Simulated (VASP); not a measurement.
**Na4Au: single point with PBE**

Na4Au:

```
Na Au
1.0
     4.81542    0.00000    0.00000
    -2.40771    4.17028    0.00000
     0.00000    0.00000    9.77469
Na Au
4 1
Direct
  0.33333 0.66667 0.00000
  0.66667 0.33333 0.00000
  0.66667 0.33333 0.65890
  0.66667 0.33333 0.34110
  0.33333 0.66667 0.50000
```

- Program: VASP 6.6.1
- Task: single point
- Functional: PBE
- Potentials or basis: VASP PAW PBE potentials, release 64 (Na_pv, Au)
- Cutoff: 520 eV
- k mesh: 6 × 6 × 2
- Occupations: gaussian, width 0.1 eV
- Spin: no spin polarisation
- Dipole correction: no
- Further INCAR settings: ALGO = Normal; EDIFF = 1e-06; NBANDS = 28

| Quantity | Value |
| --- | --- |
| Pressure | 0.0 GPa |
| Largest force | 0.010 eV/Å |

Forces in eV/Å, atoms in the order of the input:
```
Na   0.000  0.000  0.000
Na   0.000  0.000  0.000
Na   0.000  0.000 -0.010
Na   0.000  0.000  0.010
Au   0.000  0.000  0.000
```

Levels at points of the mesh, in eV from the Fermi level:
| k point | band 16 | band 17 | band 18 | band 19 | band 20 | band 21 | band 22 | band 23 |
| --- | --- | --- | --- | --- | --- | --- | --- | --- |
| (0.00, 0.00, 0.00) | -3.39 | -3.33 | -3.33 | -2.41 | -1.15 | 2.76 | 3.24 | 4.37 |
| (0.50, 0.00, 0.00) | -3.30 | -3.28 | -2.62 | -0.94 | -0.33 | 0.29 | 0.74 | 1.38 |
| (0.00, 0.00, 0.50) | -3.33 | -3.33 | -3.32 | -2.84 | 0.07 | 0.60 | 4.54 | 4.54 |
| (0.50, 0.00, 0.50) | -3.30 | -3.28 | -2.60 | -0.79 | -0.47 | -0.40 | 1.85 | 2.35 |

Wall time 74 s on 1 thread of Oxide Virtual Turin-like Processor, on a shared host, peak memory 0.3 GiB.

Caveat: spin-orbit coupling is left out, which moves the levels of the heavy elements.
